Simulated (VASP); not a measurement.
# MgB2 (P6/mmm) in VASP: further runs

MgB2 is run at these levels: PBE; tasks: single point, relaxation of shape and atoms at fixed volume.

All numbers are computed with VASP 6.6.1; they aren't measurements. Logs are shortened: lines on timing, memory, paths and dates and some standing lists are left out, and cuts for length are marked.

### 1 The cell of the first run

Symmetry: P6/mmm, No. 191, hexagonal system. Conventional cell: a = 3.152 Å, b = 3.152 Å, c = 3.694 Å, α = 90.00°, β = 90.00°, γ = 120.00°. Within 3.4 Å of Mg (site symmetry 6/mmm) lie 12 B at 2.59 Å and 6 Mg at 3.15 Å. B (site symmetry -6m2) has 3 B at 1.82 Å within 2.4 Å.

### 2 Single point, PBE (10.59 Å³/atom)

INCAR reads:

```
SYSTEM = MgB2
PREC = Accurate
ENCUT = 520
EDIFF = 1E-7
ISMEAR = 0
SIGMA = 0.1
LREAL = .False.
LASPH = .True.
NELM = 80
ALGO = Normal
ISIF = 2
LWAVE = .False.
LCHARG = .False.
GGA = PE
NBANDS = 11
```

KPOINTS reads:

```
Automatic mesh
0
Gamma
  15 15 12
  0 0 0
```

POSCAR reads:

```
MgB2
1.0
    3.1515357629      0.0000000000      0.0000000000
   -1.5757678815      2.7293100316      0.0000000000
    0.0000000000      0.0000000000      3.6937335153
Mg B
1 2
Direct
    0.0000000000      0.0000000000      0.0000000000
    0.3333333333      0.6666666667      0.5000000000
    0.6666666667      0.3333333333      0.5000000000
```

Potentials or basis: VASP PAW PBE potentials, release 64 (Mg, B).

The run is started by

```
$ cat potpaw_PBE.64/Mg/POTCAR potpaw_PBE.64/B/POTCAR > POTCAR
$ mpirun -np 1 vasp_std > vasp.out
```

OUTCAR:

```text
SYSTEM = MgB2
   PREC = Accurate
   ENCUT = 520
   EDIFF = 1E-7
   ISMEAR = 0
   LREAL = .False.
   LASPH = .True.
   NELM = 80
   ISIF = 2
   GGA = PE

 ion  position               nearest neighbor table
   1  0.000  0.000  0.000-   2 2.59   3 2.59   2 2.59   3 2.59   3 2.59   3 2.59   2 2.59   2 2.59
                             3 2.59   3 2.59   2 2.59   2 2.59
   2  0.333  0.667  0.500-   3 1.82   3 1.82   3 1.82   1 2.59   1 2.59   1 2.59   1 2.59   1 2.59
                             1 2.59
   3  0.667  0.333  0.500-   2 1.82   2 1.82   2 1.82   1 2.59   1 2.59   1 2.59   1 2.59   1 2.59
                             1 2.59

  LATTYP: Found a hexagonal cell.
 ALAT       =     3.1515357629
 C/A-ratio  =     1.1720423924

  Lattice vectors:

 A1 = (   3.1515357629,   0.0000000000,   0.0000000000)
 A2 = (  -1.5757678815,   2.7293100316,   0.0000000000)
 A3 = (   0.0000000000,   0.0000000000,   3.6937335153)

Analysis of symmetry for initial positions (statically):
=====================================================================
 Subroutine PRICEL returns:
 Original cell was already a primitive cell.

 Routine SETGRP: Setting up the symmetry group for a
 hexagonal supercell.

 Subroutine GETGRP returns: Found 24 space group operations
 (whereof 24 operations were pure point group operations)
 out of a pool of 24 trial point group operations.

The static configuration has the point symmetry D_6h.

Analysis of symmetry for dynamics (positions and initial velocities):
=====================================================================
 Subroutine PRICEL returns:
 Original cell was already a primitive cell.

 Routine SETGRP: Setting up the symmetry group for a
 hexagonal supercell.

 Subroutine GETGRP returns: Found 24 space group operations
 (whereof 24 operations were pure point group operations)
 out of a pool of 24 trial point group operations.

The dynamic configuration has the point symmetry D_6h.

 Subroutine INISYM returns: Found 24 space group operations
 (whereof 24 operations are pure point group operations),
 and found     1 'primitive' translations

----------------------------------------------------------------------------------------

                                     Primitive cell

  volume of cell :      31.7717

  direct lattice vectors                    reciprocal lattice vectors
     3.151535763  0.000000000  0.000000000     0.317305617  0.183196483  0.000000000
    -1.575767882  2.729310032  0.000000000     0.000000000  0.366392967  0.000000000
     0.000000000  0.000000000  3.693733515     0.000000000  0.000000000  0.270728789

  length of vectors
     3.151535763  3.151535763  3.693733515     0.366392967  0.366392967  0.270728789

  position of ions in fractional coordinates (direct lattice)
     0.000000000  0.000000000  0.000000000
     0.333333333  0.666666667  0.500000000
     0.666666667  0.333333333  0.500000000

  ion indices of the primitive-cell ions
   primitive index   ion index
                 1           1
                 2           2
                 3           3

----------------------------------------------------------------------------------------

 KPOINTS: Automatic mesh

Automatic generation of k-mesh.
 Grid dimensions read from file:
 generate k-points for:   15   15   12

 Generating k-lattice:

  Cartesian coordinates                     Fractional coordinates (reciprocal lattice)
     0.021153708  0.012213099  0.000000000     0.066666667 -0.000000000  0.000000000
     0.000000000  0.024426198  0.000000000     0.000000000  0.066666667  0.000000000
     0.000000000  0.000000000  0.022560732     0.000000000  0.000000000  0.083333333

  Length of vectors
     0.024426198  0.024426198  0.022560732

  Shift w.r.t. Gamma in fractional coordinates (k-lattice)
     0.000000000  0.000000000  0.000000000

 Subroutine IBZKPT returns following result:
 ===========================================

 Found    189 irreducible k-points:

 Following reciprocal coordinates:
            Coordinates               Weight
  0.000000  0.000000  0.000000      1.000000
  0.066667  0.000000  0.000000      6.000000
  0.133333  0.000000  0.000000      6.000000
  0.200000 -0.000000  0.000000      6.000000
  0.266667  0.000000  0.000000      6.000000
  0.333333  0.000000  0.000000      6.000000
[... 16 lines left out ...]
  0.333333  0.200000  0.000000     12.000000
  0.400000  0.200000  0.000000      6.000000
 [... further k-points ...]
   k-points           NKPTS =    189   k-points in BZ     NKDIM =    189   number of bands    NBANDS=     11
   number of dos      NEDOS =    301   number of ions     NIONS =      3
   total plane-waves  NPLWV =  16128
   dimension x,y,z NGX =    24 NGY =   24 NGZ =   28
   dimension x,y,z NGXF=    48 NGYF=   48 NGZF=   56
   ions per type =               1   2
   NGX,Y,Z   is equivalent  to a cutoff of  12.66, 12.66, 12.60 a.u.
   NGXF,Y,Z  is equivalent  to a cutoff of  25.32, 25.32, 25.20 a.u.
 SYSTEM =  MgB2
   PREC   = accura    normal or accurate (medium, high low for compatibility)
   ISTART =      0    job   : 0-new  1-cont  2-samecut
   ICHARG =      2    charge: 1-file 2-atom 10-const
   ISPIN  =      1    spin polarized calculation?
   LNONCOLLINEAR =      F non collinear calculations
   LSORBIT =      F    spin-orbit coupling
   LASPH  =      T    aspherical Exc in radial PAW
   ENCUT  =  520.0 eV  38.22 Ry    6.18 a.u.   5.86  5.86  6.87*2*pi/ulx,y,z
   NELM   =     80;   NELMIN=  2; NELMDL= -5     # of ELM steps
   EDIFF  = 0.1E-06   stopping-criterion for ELM
   LREAL  =      F    real-space projection
   EDIFFG = 0.1E-05   stopping-criterion for IOM
   NSW    =      0    number of steps for IOM
   IBRION =     -1    ionic relax: 0-MD 1-quasi-New 2-CG
   NFREE  =      0    steps in history (QN), initial steepest desc. (CG)
   ISIF   =      2    stress and relaxation
   ISYM   =      2    0-nonsym 1-usesym 2-fastsym
   POTIM  = 0.5000    time-step for ionic-motion
   TEBEG  =    0.0;   TEEND  =   0.0 temperature during run
   PSTRESS=    0.0 pullay stress
   NELECT =       8.0000    total number of electrons
   NUPDOWN=      -1.0000    fix difference up-down
   EMIN   =  10.00;   EMAX   =-10.00  energy-range for DOS
   EFERMI =   0.00;   METHOD = LEGACY
   ISMEAR =     0;   SIGMA  =   0.10  broadening in eV -4-tet -1-fermi 0-gaus
   EFERMI_NEDOS =   21; number of points for ismear=-14 and -15
   IALGO  =     38    algorithm
   IMIX   =      4    mixing-type and parameters
     AMIX     =   0.40;   BMIX     =  1.00
     AMIX_MAG =   1.60;   BMIX_MAG =  1.00
  volume/ion in A,a.u.               =      10.59        71.47
  Fermi-wavevector in a.u.,A,eV,Ry     =   1.033772  1.953545 14.540325  1.068684
  Thomas-Fermi vector in A             =   2.168035
   LORBIT       =      0    0 simple, 1 ext, 2 COOP (PROOUT), +10 PAW based schemes
   GGA     = PE    functional components
   LHFCALC =     F    Hartree Fock is set to
   AEXX    =    0.0000 exact exchange contribution
   IVDW    =     0    specifies the selected vdW correction
   LEPSILON=     F    determine dielectric tensor
   LRPA    =     F    only Hartree local field effects (RPA)
 non-spin polarized calculation
 Gauss-broadening in eV      SIGMA  =   0.10
  energy-cutoff  :      520.00
  volume of cell :       31.77
 maximum number of plane-waves:       872
 NGX is ok and might be reduce to    24
   NGX = 11   NGY = 11   NGZ = 13

 number of electron       8.0000000 magnetization

 Free energy of the ion-electron system (eV)
  ---------------------------------------------------
  ext. energy  EPLUGINS =         0.00000000
  ---------------------------------------------------
  free energy    TOTEN  =       -15.20959214 eV

  energy without entropy =      -15.20642606  energy(sigma->0) =      -15.20800910

 E-fermi :   4.6591     XC(G=0): -10.5552

 val. band max:        4.6477230765   @ k =   0.3333   0.1333   0.5000
 cond. band min:       4.6663655157   @ k =   0.4667  -0.0000   0.0000
 fundamental gap:      0.0186424391
 Fermi energy:         4.6590715585

 k-point     1 :       0.0000    0.0000    0.0000
  band No.  band energies     occupation
      1      -7.2438      2.00000
      2       1.6637      2.00000
      3       5.0733      0.00000
      4       5.0733      0.00000
      5       5.6675      0.00000
      6      10.8326      0.00000
      7      10.8326      0.00000
      8      12.1706      0.00000
      9      13.9874      0.00000
     10      16.7077      0.00000
     11      19.9077      0.00000

 k-point     2 :       0.0667    0.0000    0.0000
  band No.  band energies     occupation
      1      -7.1698      2.00000
      2       1.7372      2.00000
      3       4.6825      0.74008
      4       4.8971      0.00076
      5       5.7406      0.00000
      6      10.7501      0.00000
      7      11.1555      0.00000
      8      12.3579      0.00000
      9      13.7278      0.00000
     10      17.0995      0.00000
     11      19.4311      0.00000

 k-point     3 :       0.1333    0.0000    0.0000
  band No.  band energies     occupation
      1      -6.9481      2.00000
      2       1.9569      2.00000
      3       3.7065      2.00000
      4       4.4697      1.99260
      5       5.9619      0.00000
      6      10.4320      0.00000
      7      12.0185      0.00000
      8      12.8751      0.00000
      9      13.0041      0.00000
     10      18.1019      0.00000
     11      18.5257      0.00000

 k-point     4 :       0.2000   -0.0000    0.0000
  band No.  band energies     occupation
      1      -6.5805      2.00000
      2       2.3192      2.00000
      3       2.4574      2.00000
      4       3.9614      2.00000
      5       6.3259      0.00000
      6       9.9922      0.00000
      7      11.9507      0.00000
      8      13.2338      0.00000
      9      13.3212      0.00000
     10      17.7962      0.00000
     11      18.2168      0.00000

 k-point     5 :       0.2667    0.0000    0.0000
  band No.  band energies     occupation
      1      -6.0699      2.00000
      2       1.1279      2.00000
      3       2.8163      2.00000
      4       3.4849      2.00000
      5       6.8208      0.00000
      6       9.5711      0.00000
      7      10.7264      0.00000
      8      13.1998      0.00000
      9      14.6460      0.00000
     10      17.3827      0.00000
     11      17.7911      0.00000
[... 211 lines left out ...]
 k-point    21 :       0.2000    0.2000    0.0000
  band No.  band energies     occupation
      1      -5.2790      2.00000
      2       0.3762      2.00000
      3       1.5287      2.00000
      4       3.5810      2.00000
      5       7.6557      0.00000
      6       9.4710      0.00000
      7      11.6859      0.00000
      8      11.6913      0.00000
      9      14.7390      0.00000
     10      14.7577      0.00000
     11      16.5261      0.00000

 k-point    22 :       0.2667    0.2000    0.0000
  band No.  band energies     occupation
      1      -4.5751      2.00000
      2      -0.5810      2.00000
      3       0.9197      2.00000
      4       4.2361      2.00000
      5       8.3309      0.00000
      6       8.4966      0.00000
      7      11.1991      0.00000
      8      12.0659      0.00000
      9      13.9935      0.00000
     10      15.0687      0.00000
     11      16.1593      0.00000

 k-point    23 :       0.3333    0.2000    0.0000
  band No.  band energies     occupation
      1      -3.7645      2.00000
      2      -1.6275      2.00000
      3       0.6163      2.00000
      4       4.9207      0.00022
      5       7.5981      0.00000
      6       9.0621      0.00000
      7      10.6685      0.00000
      8      11.9277      0.00000
      9      13.5459      0.00000
     10      15.4118      0.00000
     11      16.6794      0.00000

 k-point    24 :       0.4000    0.2000    0.0000
  band No.  band energies     occupation
      1      -3.1119      2.00000
      2      -2.3700      2.00000
      3       0.5233      2.00000
      4       5.3099      0.00000
      5       7.1333      0.00000
      6       9.5899      0.00000
      7      10.2190      0.00000
      8      11.8168      0.00000
      9      13.3993      0.00000
     10      15.4154      0.00000
     11      17.5690      0.00000

 [... further k-points ...]

------------------------ aborting loop because EDIFF is reached ----------------------------------------

  FORCE on cell =-STRESS in cart. coord.  units (eV):
  Direction    XX          YY          ZZ          XY          YZ          ZX
  --------------------------------------------------------------------------------------
  -------------------------------------------------------------------------------------
  Total       -2.3209732     -2.3209732     -2.3490806      0.0000000      0.0000000     -0.0000000
  in kB     -117.0415421   -117.0415421   -118.4589389      0.0000000      0.0000000     -0.0000000
  external PRESSURE =    -117.5140077 kB  Pullay stress =       0.0000000 kB

 VOLUME and BASIS-vectors are now :
 -----------------------------------------------------------------------------
  energy-cutoff  :      520.00
  volume of cell :       31.77
      direct lattice vectors                 reciprocal lattice vectors
     3.151535763  0.000000000  0.000000000     0.317305617  0.183196483  0.000000000
    -1.575767882  2.729310032  0.000000000     0.000000000  0.366392967  0.000000000
     0.000000000  0.000000000  3.693733515     0.000000000  0.000000000  0.270728789

 POSITION                                       TOTAL-FORCE (eV/Angst)
 -----------------------------------------------------------------------------------
      0.00000      0.00000      0.00000         0.000000      0.000000      0.000000
     -0.00000      1.81954      1.84687        -0.000000      0.000000      0.000000
      1.57577      0.90977      1.84687         0.000000     -0.000000      0.000000
 -----------------------------------------------------------------------------------
    total drift:                                0.000000     -0.000000     -0.000000

  FREE ENERGIE OF THE ION-ELECTRON SYSTEM (eV)
  ---------------------------------------------------
  free  energy   TOTEN  =       -15.2095921392 eV

  energy  without entropy=      -15.2064260619  energy(sigma->0) =      -15.20800910
```

Wall time 75 s (1 thread of Intel Xeon 8259CL, shared host); peak memory 0.2 GiB.

What came out:

```yaml
Free_energy: -15.2096 eV
Pressure: -11.8 GPa
Band_gap_on_the_k_mesh: zero (bands 4 and 5 overlap by 3.42 eV)
```

Caveat: the cell stands under tension.

(Part 1 of 3 ends here.)
